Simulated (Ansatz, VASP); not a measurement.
## Fe: VASP beside Ansatz

INCAR

```
PREC     = Accurate       # precision mode
ENCUT    = 520            # plane-wave cutoff, eV
EDIFF    = 1E-6           # SCF threshold, eV
ISMEAR   = -1             # smearing method
SIGMA    = 0.1            # smearing width, eV
LREAL    = False          # projectors in reciprocal space
LASPH    = True           # aspherical terms in the spheres
NELM     = 100            # most SCF steps
ALGO     = Normal         # electronic algorithm
ISIF     = 2              # what is computed and relaxed
LWAVE    = False          # write WAVECAR
LCHARG   = False          # write CHGCAR
GGA      = CA             # functional
NBANDS   = 10             # bands
```

File KPOINTS:

```
Automatic mesh
0
Gamma
  16 16 16
```

File POSCAR:

```
Fe
1.0
    2.1523757928      0.0000000000      0.0000000000
    0.0000000000      2.1523757928      0.0000000000
    0.0000000000      0.0000000000      2.1523757928
Fe
1
Direct
    0.0000000000      0.0000000000      0.0000000000
```

Input for Ansatz:

```yaml
crystal:
  lattice:
    - [2.1523757928, 0.0, 0.0]
    - [0.0, 2.1523757928, 0.0]
    - [0.0, 0.0, 2.1523757928]
  atoms:
    - { symbol: Fe, position: [0.0, 0.0, 0.0] }
hamiltonian:
  xc: lda
  pseudopotentials:
    kind: paw
    azcp:
      Fe: "pseudopotentials/Fe.paw.azcp"
basis:
  ecutwfc: 420
  fft_grid_basis: typed
kpoints:
  mp_grid: { grid: [16, 16, 16], shift: [0, 0, 0] }
magnetization:
  spin_polarized: false
scf:
  occupations: { method: fermi_dirac, width: 0.1 }
  lower_state_search: "off"
output:
  stress: true
```

Alike in both runs: task single point; functional LDA; k mesh 16 × 16 × 16; occupations fermi-dirac, width 0.1 eV; no spin polarisation.

|  | VASP | Ansatz |
| --- | --- | --- |
| version | VASP 6.6.1 | Ansatz 0.2.0 |
| potentials or method | VASP PAW LDA potentials, release 64 (Fe), cutoff 520 eV | plane waves (420 eV) with PAW, scalar-relativistic |
| valence electrons in the cell | 8 | 16 |

Ansatz gave:

* pressure (GPa): 25.2

Task: Which values does VASP return?

Result: Pressure (GPa): 24.0.

Ansatz warns that its potentials were made for another functional, while VASP's fit it. LDA's correlation is that of Perdew and Zunger in VASP and of Perdew and Wang (1992) in Ansatz. VASP's potentials hold 8 valence electrons a cell and Ansatz's 16, so a difference there can come from the potentials and not from the codes.
